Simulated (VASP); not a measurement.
# WC (P-6m2) in VASP: single point with PBE

Aim: the single point of WC with PBE.

Program: VASP 6.6.1. These are calculated values, not measurements. Logs are shortened: lines on timing, memory, paths and dates and some standing lists are left out, and cuts for length are marked.

## (1) The cell of the first run

The structure is hexagonal, space group P-6m2 (No. 187). The conventional cell has a = 2.922 Å, b = 2.922 Å, c = 2.847 Å, α = 90.00°, β = 90.00°, γ = 120.00°. W (site symmetry -6m2) has 6 C at 2.21 Å and 8 W at 2.85 to 2.92 Å within 3.0 Å. C (site symmetry -6m2) has 6 W at 2.21 Å and 8 C at 2.85 to 2.92 Å within 3.0 Å.

## (2) Single point, PBE

The input, INCAR:

```
SYSTEM = WC
  ALGO = Normal
  EDIFF = 1E-6
  ENCUT = 910
  GGA = PE
  GGA_COMPAT = .False.
  ISIF = 2
  ISMEAR = 0
  LASPH = .True.
  LCHARG = .False.
  LREAL = .False.
  LWAVE = .False.
  NBANDS = 16
  NELM = 120
  PREC = Accurate
  SIGMA = 0.1
```

The input, KPOINTS:

```
k-points
0
Gamma
  18 18 14
  0 0 0
```

The input, POSCAR:

```
WC
1.0
    2.9216789205      0.0000000000      0.0000000000
   -1.4608394603      2.5302481669      0.0000000000
    0.0000000000      0.0000000000      2.8470525736
W C
1 1
Direct
    0.0000000000      0.0000000000      0.0000000000
    0.6666666667      0.3333333333      0.5000000000
```

Potentials or basis: VASP PAW PBE potentials, release 64 (W_sv, C_h).

The run is started by

```sh
> cat potpaw_PBE.64/W_sv/POTCAR potpaw_PBE.64/C_h/POTCAR > POTCAR
> mpirun -np 1 vasp_std > vasp.out
```

OUTCAR:

```text
SYSTEM = WC
   EDIFF = 1E-6
   ENCUT = 910
   GGA = PE
   ISIF = 2
   ISMEAR = 0
   LASPH = .True.
   LREAL = .False.
   NELM = 120
   PREC = Accurate

 ion  position               nearest neighbor table
   1  0.000  0.000  0.000-   2 2.21   2 2.21   2 2.21   2 2.21   2 2.21   2 2.21
   2  0.667  0.333  0.500-   1 2.21   1 2.21   1 2.21   1 2.21   1 2.21   1 2.21

  LATTYP: Found a hexagonal cell.
 ALAT       =     2.9216789205
 C/A-ratio  =     0.9744577180

  Lattice vectors:

 A1 = (   2.9216789205,   0.0000000000,   0.0000000000)
 A2 = (  -1.4608394603,   2.5302481669,   0.0000000000)
 A3 = (   0.0000000000,   0.0000000000,   2.8470525736)

Analysis of symmetry for initial positions (statically):
=====================================================================
 Subroutine PRICEL returns:
 Original cell was already a primitive cell.

 Routine SETGRP: Setting up the symmetry group for a
 hexagonal supercell.

 Subroutine GETGRP returns: Found 12 space group operations
 (whereof 12 operations were pure point group operations)
 out of a pool of 24 trial point group operations.

The static configuration has the point symmetry D_3h.

Analysis of symmetry for dynamics (positions and initial velocities):
=====================================================================
 Subroutine PRICEL returns:
 Original cell was already a primitive cell.

 Routine SETGRP: Setting up the symmetry group for a
 hexagonal supercell.

 Subroutine GETGRP returns: Found 12 space group operations
 (whereof 12 operations were pure point group operations)
 out of a pool of 24 trial point group operations.

The dynamic configuration has the point symmetry D_3h.

 Subroutine INISYM returns: Found 12 space group operations
 (whereof 12 operations are pure point group operations),
 and found     1 'primitive' translations

----------------------------------------------------------------------------------------

                                     Primitive cell

  volume of cell :      21.0470

  direct lattice vectors                    reciprocal lattice vectors
     2.921678921  0.000000000  0.000000000     0.342268958  0.197609075  0.000000000
    -1.460839460  2.530248167  0.000000000     0.000000000  0.395218150  0.000000000
     0.000000000  0.000000000  2.847052574     0.000000000  0.000000000  0.351240440

  length of vectors
     2.921678921  2.921678921  2.847052574     0.395218150  0.395218150  0.351240440

  position of ions in fractional coordinates (direct lattice)
     0.000000000  0.000000000  0.000000000
     0.666666667  0.333333333  0.500000000

  ion indices of the primitive-cell ions
   primitive index   ion index
                 1           1
                 2           2

----------------------------------------------------------------------------------------

 KPOINTS: k-points

Automatic generation of k-mesh.
 Grid dimensions read from file:
 generate k-points for:   18   18   14

 Generating k-lattice:

  Cartesian coordinates                     Fractional coordinates (reciprocal lattice)
     0.019014942  0.010978282  0.000000000     0.055555556  0.000000000  0.000000000
     0.000000000  0.021956564  0.000000000     0.000000000  0.055555556  0.000000000
     0.000000000  0.000000000  0.025088603     0.000000000  0.000000000  0.071428571

  Length of vectors
     0.021956564  0.021956564  0.025088603

  Shift w.r.t. Gamma in fractional coordinates (k-lattice)
     0.000000000  0.000000000  0.000000000

 Subroutine IBZKPT returns following result:
 ===========================================

 Found    296 irreducible k-points:

 Following reciprocal coordinates:
            Coordinates               Weight
  0.000000  0.000000  0.000000      1.000000
  0.055556  0.000000  0.000000      6.000000
  0.111111  0.000000  0.000000      6.000000
  0.166667  0.000000  0.000000      6.000000
  0.222222  0.000000  0.000000      6.000000
  0.277778  0.000000  0.000000      6.000000
[... 16 lines left out ...]
  0.333333  0.111111  0.000000     12.000000
  0.388889  0.111111  0.000000     12.000000
 [... further k-points ...]
   k-points           NKPTS =    296   k-points in BZ     NKDIM =    296   number of bands    NBANDS=     16
   number of dos      NEDOS =    301   number of ions     NIONS =      2
   total plane-waves  NPLWV =  25200
   dimension x,y,z NGX =    30 NGY =   30 NGZ =   28
   dimension x,y,z NGXF=    60 NGYF=   60 NGZF=   56
   ions per type =               1   1
   NGX,Y,Z   is equivalent  to a cutoff of  17.07, 17.07, 16.35 a.u.
   NGXF,Y,Z  is equivalent  to a cutoff of  34.14, 34.14, 32.70 a.u.
 SYSTEM =  WC
   PREC   = accura    normal or accurate (medium, high low for compatibility)
   ISTART =      0    job   : 0-new  1-cont  2-samecut
   ICHARG =      2    charge: 1-file 2-atom 10-const
   ISPIN  =      1    spin polarized calculation?
   LNONCOLLINEAR =      F non collinear calculations
   LSORBIT =      F    spin-orbit coupling
   LASPH  =      T    aspherical Exc in radial PAW
   ENCUT  =  910.0 eV  66.88 Ry    8.18 a.u.   7.19  7.19  7.00*2*pi/ulx,y,z
   NELM   =    120;   NELMIN=  2; NELMDL= -5     # of ELM steps
   EDIFF  = 0.1E-05   stopping-criterion for ELM
   LREAL  =      F    real-space projection
   EDIFFG = 0.1E-04   stopping-criterion for IOM
   NSW    =      0    number of steps for IOM
   IBRION =     -1    ionic relax: 0-MD 1-quasi-New 2-CG
   NFREE  =      0    steps in history (QN), initial steepest desc. (CG)
   ISIF   =      2    stress and relaxation
   ISYM   =      2    0-nonsym 1-usesym 2-fastsym
   POTIM  = 0.5000    time-step for ionic-motion
   TEBEG  =    0.0;   TEEND  =   0.0 temperature during run
   PSTRESS=    0.0 pullay stress
   NELECT =      18.0000    total number of electrons
   NUPDOWN=      -1.0000    fix difference up-down
   EMIN   =  10.00;   EMAX   =-10.00  energy-range for DOS
   EFERMI =   0.00;   METHOD = LEGACY
   ISMEAR =     0;   SIGMA  =   0.10  broadening in eV -4-tet -1-fermi 0-gaus
   EFERMI_NEDOS =   21; number of points for ismear=-14 and -15
   IALGO  =     38    algorithm
   IMIX   =      4    mixing-type and parameters
     AMIX     =   0.40;   BMIX     =  1.00
     AMIX_MAG =   1.60;   BMIX_MAG =  1.00
  volume/ion in A,a.u.               =      10.52        71.02
  Fermi-wavevector in a.u.,A,eV,Ry     =   1.553944  2.936528 32.854549  2.414741
  Thomas-Fermi vector in A             =   2.658101
   LORBIT       =      0    0 simple, 1 ext, 2 COOP (PROOUT), +10 PAW based schemes
   GGA     = PE    functional components
   LHFCALC =     F    Hartree Fock is set to
   AEXX    =    0.0000 exact exchange contribution
   IVDW    =     0    specifies the selected vdW correction
   LEPSILON=     F    determine dielectric tensor
   LRPA    =     F    only Hartree local field effects (RPA)
 non-spin polarized calculation
 Gauss-broadening in eV      SIGMA  =   0.10
  energy-cutoff  :      910.00
  volume of cell :       21.05
 maximum number of plane-waves:      1330
 NGX is ok and might be reduce to    30
   NGX = 15   NGY = 15   NGZ = 15

 number of electron      18.0000001 magnetization

 Free energy of the ion-electron system (eV)
  ---------------------------------------------------
  ext. energy  EPLUGINS =         0.00000000
  ---------------------------------------------------
  free energy    TOTEN  =       -22.45655051 eV

  energy without entropy =      -22.45515812  energy(sigma->0) =      -22.45585432

 E-fermi :  11.1931     XC(G=0): -13.7554

 val. band max:       11.1845009840   @ k =   0.4444   0.0000   0.5000
 cond. band min:      11.2036654172   @ k =   0.4444   0.0556   0.4286
 fundamental gap:      0.0191644332
 Fermi energy:        11.1931154820

 k-point     1 :       0.0000    0.0000    0.0000
  band No.  band energies     occupation
      1     -62.8288      2.00000
      2     -26.8052      2.00000
      3     -26.7147      2.00000
      4     -26.7147      2.00000
      5      -3.1369      2.00000
      6       6.9749      2.00000
[... 8 lines left out ...]
     15      25.4210      0.00000
     16      27.8030      0.00000

 k-point     2 :       0.0556    0.0000    0.0000
  band No.  band energies     occupation
      1     -62.8272      2.00000
      2     -26.8021      2.00000
      3     -26.7392      2.00000
      4     -26.7202      2.00000
      5      -3.0570      2.00000
      6       7.0042      2.00000
[... 8 lines left out ...]
     15      25.2399      0.00000
     16      27.9722      0.00000

 k-point     3 :       0.1111    0.0000    0.0000
  band No.  band energies     occupation
      1     -62.8225      2.00000
      2     -26.8091      2.00000
      3     -26.7931      2.00000
      4     -26.7362      2.00000
      5      -2.8232      2.00000
      6       6.9698      2.00000
[... 8 lines left out ...]
     15      24.9389      0.00000
     16      28.4599      0.00000

 k-point     4 :       0.1667    0.0000    0.0000
  band No.  band energies     occupation
      1     -62.8153      2.00000
      2     -26.9150      2.00000
      3     -26.7792      2.00000
      4     -26.7605      2.00000
      5      -2.4538      2.00000
      6       6.5894      2.00000
[... 8 lines left out ...]
     15      24.7833      0.00000
     16      29.2122      0.00000
[... 324 lines left out ...]
 k-point    22 :       0.2778    0.1111    0.0000
  band No.  band energies     occupation
      1     -62.7859      2.00000
      2     -27.2955      2.00000
      3     -26.8969      2.00000
      4     -26.7223      2.00000
      5      -0.6919      2.00000
      6       4.9775      2.00000
[... 8 lines left out ...]
     15      26.1677      0.00000
     16      27.6105      0.00000

 k-point    23 :       0.3333    0.1111    0.0000
  band No.  band energies     occupation
      1     -62.7791      2.00000
      2     -27.3806      2.00000
      3     -26.9273      2.00000
      4     -26.7092      2.00000
      5      -0.1864      2.00000
      6       4.6333      2.00000
[... 8 lines left out ...]
     15      25.6555      0.00000
     16      27.8628      0.00000

 k-point    24 :       0.3889    0.1111    0.0000
  band No.  band energies     occupation
      1     -62.7746      2.00000
      2     -27.4357      2.00000
      3     -26.9471      2.00000
      4     -26.7005      2.00000
      5       0.1828      2.00000
      6       4.4026      2.00000
[... 8 lines left out ...]
     15      24.8069      0.00000
     16      28.5341      0.00000

 [... further k-points ...]

------------------------ aborting loop because EDIFF is reached ----------------------------------------

  FORCE on cell =-STRESS in cart. coord.  units (eV):
  Direction    XX          YY          ZZ          XY          YZ          ZX
  --------------------------------------------------------------------------------------
  -------------------------------------------------------------------------------------
  Total        0.1184375      0.1184375      0.1515026     -0.0000000     -0.0000000     -0.0000000
  in kB        9.0158917      9.0158917     11.5329255     -0.0000000     -0.0000000     -0.0000000
  external PRESSURE =       9.8549030 kB  Pullay stress =       0.0000000 kB

 VOLUME and BASIS-vectors are now :
 -----------------------------------------------------------------------------
  energy-cutoff  :      910.00
  volume of cell :       21.05
      direct lattice vectors                 reciprocal lattice vectors
     2.921678921  0.000000000  0.000000000     0.342268958  0.197609075  0.000000000
    -1.460839460  2.530248167  0.000000000     0.000000000  0.395218150  0.000000000
     0.000000000  0.000000000  2.847052574     0.000000000  0.000000000  0.351240440

 POSITION                                       TOTAL-FORCE (eV/Angst)
 -----------------------------------------------------------------------------------
      0.00000      0.00000      0.00000        -0.000000      0.000000      0.000000
      1.46084      0.84342      1.42353         0.000000     -0.000000      0.000000
 -----------------------------------------------------------------------------------
    total drift:                               -0.000000      0.000000      0.000000

  FREE ENERGIE OF THE ION-ELECTRON SYSTEM (eV)
  ---------------------------------------------------
  free  energy   TOTEN  =       -22.4565505148 eV

  energy  without entropy=      -22.4551581247  energy(sigma->0) =      -22.45585432
```

It took 2.8 min on 1 thread of Intel Xeon Platinum 8375C at 2.90GHz (Ice Lake), shared host; peak memory 0.35 GiB.

Results:

- Free energy: -22.4566 eV
- Pressure: 1.0 GPa
- Band gap on the k mesh: zero (bands 9 and 10 overlap by 1.20 eV)

Levels at points of the mesh, in eV from the Fermi level:
| k point | band 7 | band 8 | band 9 | band 10 | band 11 | band 12 |
| --- | --- | --- | --- | --- | --- | --- |
| (0.00, 0.00, 0.00) | -3.27 | -3.27 | 0.11 | 3.18 | 3.18 | 5.56 |
| (0.50, 0.00, 0.00) | -3.53 | -3.49 | -0.46 | 2.32 | 4.45 | 4.79 |
| (0.00, 0.00, 0.50) | -1.98 | -1.98 | -0.56 | -0.56 | 3.65 | 4.49 |
| (0.50, 0.00, 0.50) | -4.24 | -4.14 | 0.27 | 4.34 | 5.22 | 6.52 |

Caveat: the cutoff is under 1.25 times the usual one of these potentials, so pressure, stress and relaxed cells hold a basis-set (Pulay) error; spin-orbit coupling is left out, which moves the levels of the heavy elements.
